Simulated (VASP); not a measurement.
Write the native input for VASP 6.6.1 that does the following.

```
Task                   : single point
Functional             : revPBE
Potentials or basis    : VASP PAW PBE potentials, release 64 (Li_sv)
Cutoff                 : 520 eV
k mesh                 : 21 × 21 × 21
Occupations            : fermi-dirac, width 0.1 eV
Spin                   : no spin polarisation
Dipole correction      : no
Further INCAR settings : ALGO = Normal; EDIFF = 1e-06; NBANDS = 8
```

The structure of Li lies in POSCAR:

```
Li
1.0
   -1.7870330197      1.7870330197      1.7870330197
    1.7870330197     -1.7870330197      1.7870330197
    1.7870330197      1.7870330197     -1.7870330197
Li
1
Direct
    0.0000000000      0.0000000000      0.0000000000
```

The input as run:

INCAR

```
SYSTEM = Li
PREC = Accurate
ENCUT = 520
EDIFF = 1E-6
ISMEAR = -1
SIGMA = 0.1
LREAL = .False.
LASPH = .True.
NELM = 80
ALGO = Normal
ISIF = 2
LWAVE = .False.
LCHARG = .False.
GGA = RE
NBANDS = 8
```

KPOINTS

```
Automatic mesh
0
Gamma
  21 21 21
  0 0 0
```

Potentials or basis: VASP PAW PBE potentials, release 64 (Li_sv).

Launch:

```sh
$ cat potpaw_PBE.64/Li_sv/POTCAR > POTCAR
$ mpirun -np 1 vasp_std > vasp.out
```

It gave:

* Band gap on the k mesh: zero (an odd number of electrons rules out a gap without spin polarisation)

Run time: 10 s on 1 thread of Intel(R) Xeon(R) 6975P-C (Granite Rapids) (shared host), peak memory 0.15 GiB.
